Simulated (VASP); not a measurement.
Write the native input for VASP 6.6.1 that does the following.

| Quantity | Value |
| --- | --- |
| Task | single point |
| Functional | PBE |
| Potentials or basis | VASP PAW PBE potentials, release 64 (Si, O) |
| Cutoff | 520 eV |
| k mesh | 6 × 6 × 8 |
| Occupations | gaussian, width 0.05 eV |
| Spin | no spin polarisation |
| Dipole correction | no |
| Further INCAR settings | ALGO = Normal; EDIFF = 1e-06; NBANDS = 25 |

The structure of SiO2 lies in POSCAR:

```
SiO2
1.0
    4.2361165246      0.0000000000      0.0000000000
    0.0000000000      4.2361165246      0.0000000000
    0.0000000000      0.0000000000      2.6904781099
Si O
2 4
Direct
    0.5000000000      0.5000000000      0.4814159425
    0.0000000000      0.0000000000     -0.0185840575
    0.6930152168      0.6930152168      0.0000000000
    0.1930152168      0.8069847832      0.5000000000
    0.3069847832      0.3069847832      0.0000000000
    0.8069847832      0.1930152168      0.5000000000
```

This cell differs from its parent crystal: all Si atoms moved +0.050 Å, as atom 1 towards its neighbour atom 1 (Si) at 2.690 Å.

These files were run (other wordings do the same):

INCAR

```
SYSTEM = SiO2
  ALGO = Normal
  EDIFF = 1E-6
  ENCUT = 520
  GGA = PE
  ISIF = 2
  ISMEAR = 0
  LASPH = .True.
  LCHARG = .False.
  LREAL = .False.
  LWAVE = .False.
  NBANDS = 25
  NELM = 100
  PREC = Accurate
  SIGMA = 0.05
```

KPOINTS

```
k-points
0
Gamma
  6 6 8
  0 0 0
```

Potentials or basis: VASP PAW PBE potentials, release 64 (Si, O).

Run with:

```sh
$ cat potpaw_PBE.64/Si/POTCAR potpaw_PBE.64/O/POTCAR > POTCAR
$ mpirun -np 1 vasp_std > vasp.out
```

It gave:

* Pressure: 0.8 GPa
* Largest force: 1.107 eV/Å
* Band gap on the k mesh: 5.01 eV

Caveat: the cell differs from its parent crystal (all Si atoms moved +0.050 Å, as atom 1 towards its neighbour atom 1 (Si) at 2.690 Å); forces of over 1 eV/Å act on the atoms, so gaps and moduli don't describe the material at rest.

Wall time 47 s on 1 thread of Intel Xeon 8259CL, on a shared host, peak memory 0.18 GiB.
